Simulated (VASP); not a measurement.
# Rb (P6_3/mmc) in VASP: further runs

Runs on Rb. Level: PBEsol. Tasks: single point, relaxation of cell and atoms.

Everything below comes from runs of VASP 6.6.1. Logs are shortened: lines on timing, memory, paths and dates and some standing lists are left out, and cuts for length are marked.

**1. The cell of the first run**

Symmetry: P6_3/mmc, No. 194, hexagonal system. The conventional cell has a = 4.938 Å, b = 4.938 Å, c = 8.208 Å, α = 90.00°, β = 90.00°, γ = 120.00°.

**2. Single point, PBEsol**

INCAR reads:

```
SYSTEM = Rb
PREC = Accurate
ENCUT = 520
EDIFF = 1E-6
ISMEAR = 0
SIGMA = 0.1
LREAL = .FALSE.
LASPH = .TRUE.
NELM = 60
ALGO = Normal
ISIF = 2
LWAVE = .FALSE.
LCHARG = .FALSE.
GGA = PS
NBANDS = 16
```

KPOINTS reads:

```
Automatic mesh
0
G
  9 9 6
  0 0 0
```

POSCAR reads:

```
Rb
1.0
    4.9375536742      0.0000000000      0.0000000000
   -2.4687768371      4.2760469144      0.0000000000
    0.0000000000      0.0000000000      8.2077664133
Rb
2
Direct
    0.3333333333      0.6666666667      0.2500000000
    0.6666666667      0.3333333333      0.7500000000
```

Potentials or basis: VASP PAW PBE potentials, release 64 (Rb_sv).

Launch:

```
cat potpaw_PBE.64/Rb_sv/POTCAR > POTCAR
mpirun -np 1 vasp_std > vasp.out
```

OUTCAR:

```text
SYSTEM = Rb
   PREC = Accurate
   ENCUT = 520
   EDIFF = 1E-6
   ISMEAR = 0
   LREAL = .FALSE.
   LASPH = .TRUE.
   NELM = 60
   ISIF = 2
   GGA = PS

 ion  position               nearest neighbor table
   1  0.333  0.667  0.250-   2 5.00   2 5.00   2 5.00   2 5.00   2 5.00   2 5.00
   2  0.667  0.333  0.750-   1 5.00   1 5.00   1 5.00   1 5.00   1 5.00   1 5.00

  LATTYP: Found a hexagonal cell.
 ALAT       =     4.9375536742
 C/A-ratio  =     1.6623143676

  Lattice vectors:

 A1 = (   4.9375536742,   0.0000000000,   0.0000000000)
 A2 = (  -2.4687768371,   4.2760469144,   0.0000000000)
 A3 = (   0.0000000000,   0.0000000000,   8.2077664133)

Analysis of symmetry for initial positions (statically):
=====================================================================
 Subroutine PRICEL returns:
 Original cell was already a primitive cell.

 Routine SETGRP: Setting up the symmetry group for a
 hexagonal supercell.

 Subroutine GETGRP returns: Found 24 space group operations
 (whereof 12 operations were pure point group operations)
 out of a pool of 24 trial point group operations.

The static configuration has the point symmetry D_3d.
 The point group associated with its full space group is D_6h.

Analysis of symmetry for dynamics (positions and initial velocities):
=====================================================================
 Subroutine PRICEL returns:
 Original cell was already a primitive cell.

 Routine SETGRP: Setting up the symmetry group for a
 hexagonal supercell.

 Subroutine GETGRP returns: Found 24 space group operations
 (whereof 12 operations were pure point group operations)
 out of a pool of 24 trial point group operations.

The dynamic configuration has the point symmetry D_3d.
 The point group associated with its full space group is D_6h.

 Subroutine INISYM returns: Found 24 space group operations
 (whereof 12 operations are pure point group operations),
 and found     1 'primitive' translations

----------------------------------------------------------------------------------------

                                     Primitive cell

  volume of cell :     173.2923

  direct lattice vectors                    reciprocal lattice vectors
     4.937553674  0.000000000  0.000000000     0.202529444  0.116930429  0.000000000
    -2.468776837  4.276046914  0.000000000     0.000000000  0.233860858  0.000000000
     0.000000000  0.000000000  8.207766413     0.000000000  0.000000000  0.121835826

  length of vectors
     4.937553674  4.937553674  8.207766413     0.233860858  0.233860858  0.121835826

  position of ions in fractional coordinates (direct lattice)
[... 77 lines left out ...]
   ENCUT  =  520.0 eV  38.22 Ry    6.18 a.u.   9.18  9.18 15.26*2*pi/ulx,y,z
   NELM   =     60;   NELMIN=  2; NELMDL= -5     # of ELM steps
   EDIFF  = 0.1E-05   stopping-criterion for ELM
   LREAL  =      F    real-space projection
   EDIFFG = 0.1E-04   stopping-criterion for IOM
   NSW    =      0    number of steps for IOM
   IBRION =     -1    ionic relax: 0-MD 1-quasi-New 2-CG
   NFREE  =      0    steps in history (QN), initial steepest desc. (CG)
   ISIF   =      2    stress and relaxation
   ISYM   =      2    0-nonsym 1-usesym 2-fastsym
   POTIM  = 0.5000    time-step for ionic-motion
   TEBEG  =    0.0;   TEEND  =   0.0 temperature during run
   PSTRESS=    0.0 pullay stress
   NELECT =      18.0000    total number of electrons
   NUPDOWN=      -1.0000    fix difference up-down
   EMIN   =  10.00;   EMAX   =-10.00  energy-range for DOS
   EFERMI =   0.00;   METHOD = LEGACY
   ISMEAR =     0;   SIGMA  =   0.10  broadening in eV -4-tet -1-fermi 0-gaus
   EFERMI_NEDOS =   21; number of points for ismear=-14 and -15
   IALGO  =     38    algorithm
   IMIX   =      4    mixing-type and parameters
     AMIX     =   0.40;   BMIX     =  1.00
     AMIX_MAG =   1.60;   BMIX_MAG =  1.00
  volume/ion in A,a.u.               =      86.65       584.72
  Fermi-wavevector in a.u.,A,eV,Ry     =   0.769554  1.454247  8.057557  0.592214
  Thomas-Fermi vector in A             =   1.870568
   LORBIT       =      0    0 simple, 1 ext, 2 COOP (PROOUT), +10 PAW based schemes
   GGA     = PS    functional components
   LHFCALC =     F    Hartree Fock is set to
   AEXX    =    0.0000 exact exchange contribution
   IVDW    =     0    specifies the selected vdW correction
   LEPSILON=     F    determine dielectric tensor
   LRPA    =     F    only Hartree local field effects (RPA)
 non-spin polarized calculation
 Gauss-broadening in eV      SIGMA  =   0.10
  energy-cutoff  :      520.00
  volume of cell :      173.29
 maximum number of plane-waves:      4686
 NGX is ok and might be reduce to    40
   NGX = 19   NGY = 19   NGZ = 31

 number of electron      18.0000000 magnetization

 Free energy of the ion-electron system (eV)
  ---------------------------------------------------
  ext. energy  EPLUGINS =         0.00000000
  ---------------------------------------------------
  free energy    TOTEN  =        -2.05533950 eV

  energy without entropy =       -2.04537384  energy(sigma->0) =       -2.05035667

 E-fermi :   0.0690     XC(G=0):  -5.6435

 val. band max:        0.0626331243   @ k =   0.1111   0.1111   0.1667
 cond. band min:       0.0703264679   @ k =   0.3333   0.1111   0.5000
 fundamental gap:      0.0076933436
 Fermi energy:         0.0689851120

 k-point     1 :       0.0000    0.0000    0.0000
  band No.  band energies     occupation
      1     -28.7697      2.00000
      2     -28.7653      2.00000
      3     -12.9218      2.00000
      4     -12.8261      2.00000
      5     -12.8261      2.00000
      6     -12.8137      2.00000
[... 433 lines left out ...]
      3     -12.8958      2.00000
      4     -12.8893      2.00000
      5     -12.8893      2.00000
      6     -12.8690      2.00000
[... 8 lines left out ...]
     15       2.9554      0.00000
     16       3.9751      0.00000

 [... further k-points ...]
[... 5 lines left out ...]
  --------------------------------------------------------------------------------------
  -------------------------------------------------------------------------------------
  Total       -0.0038035     -0.0038035     -0.0049385      0.0000000      0.0000000      0.0000000
  in kB       -0.0351651     -0.0351651     -0.0456591      0.0000000      0.0000000      0.0000000
  external PRESSURE =      -0.0386631 kB  Pullay stress =       0.0000000 kB

 VOLUME and BASIS-vectors are now :
 -----------------------------------------------------------------------------
  energy-cutoff  :      520.00
  volume of cell :      173.29
      direct lattice vectors                 reciprocal lattice vectors
     4.937553674  0.000000000  0.000000000     0.202529444  0.116930429  0.000000000
    -2.468776837  4.276046914  0.000000000     0.000000000  0.233860858  0.000000000
     0.000000000  0.000000000  8.207766413     0.000000000  0.000000000  0.121835826

 POSITION                                       TOTAL-FORCE (eV/Angst)
 -----------------------------------------------------------------------------------
     -0.00000      2.85070      2.05194        -0.000000      0.000000      0.000000
      2.46878      1.42535      6.15582         0.000000     -0.000000      0.000000
 -----------------------------------------------------------------------------------
    total drift:                                0.000000     -0.000000      0.000000

  FREE ENERGIE OF THE ION-ELECTRON SYSTEM (eV)
  ---------------------------------------------------
  free  energy   TOTEN  =        -2.0553394970 eV

  energy  without entropy=       -2.0453738360  energy(sigma->0) =       -2.05035667
```

stdout:

```text
POSCAR found type information on POSCAR Rb
 POSCAR found :  1 types and       2 ions
 scaLAPACK will be used
 -----------------------------------------------------------------------------
|                                                                             |
|                                                                             |
|     You enforced a specific xc type in the INCAR file but a different       |
|     I HOPE YOU KNOW WHAT YOU ARE DOING!                                     |
|                                                                             |
 -----------------------------------------------------------------------------

 LDA part: xc-table for (Slater+PW92), standard interpolation
 POSCAR, INCAR and KPOINTS ok, starting setup
 FFT: planning ... GRIDC
 FFT: planning ... GRID_SOFT
 FFT: planning ... GRID
 WAVECAR not read
 entering main loop
```

Wall time 100 s (1 thread of Intel Xeon Platinum 8259CL at 2.50GHz (Skylake/Cascade Lake), shared host); peak memory 0.35 GiB.

What came out:

```
Free energy            : -2.0553 eV
Pressure               : 0.0 GPa
Band gap on the k mesh : zero (band 9 reaches 1.13 eV, above the bottom of band 10 at -1.31 eV)
```

Caveat: the PAW data sets were made with another functional, which shifts forces and pressure a little.

(Continued in part 2 of 2.)
